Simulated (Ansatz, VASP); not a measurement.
**Two plane-wave programs on ZnO**

```xyz
2
Lattice="0.0000 2.1195 2.1195 2.1195 0.0000 2.1195 2.1195 2.1195 0.0000" Properties=species:S:1:pos:R:3 pbc="T T T"
Zn    0.0000    0.0000    0.0000
O     2.1195    2.1195    2.1195
```

Alike in both runs: task relaxation of cell and atoms; functional PBE; k mesh 8 × 8 × 8; occupations gaussian, width 0.1 eV; no spin polarisation.

```csv
,VASP,Ansatz
version,VASP 6.6.1,Ansatz 0.2.0
potentials or method,"VASP PAW PBE potentials, release 64 (Zn, O), cutoff 600 eV","scalar-relativistic, plane waves, PAW"
valence electrons in the cell,18,18
```

Ansatz gave:

- gap on the k mesh at the Fermi level, each at its own relaxed structure (eV): 0.75
- relaxed volume (Å³/atom): 10.14
- relaxed cell length with the largest relative difference (Å): 3.061

**Question.** Which values does VASP return?

**Answer.** gap on the k mesh at the Fermi level, each at its own relaxed structure (eV): 0.70; relaxed volume (Å³/atom): 10.20; relaxed cell length with the largest relative difference (Å): 3.067.
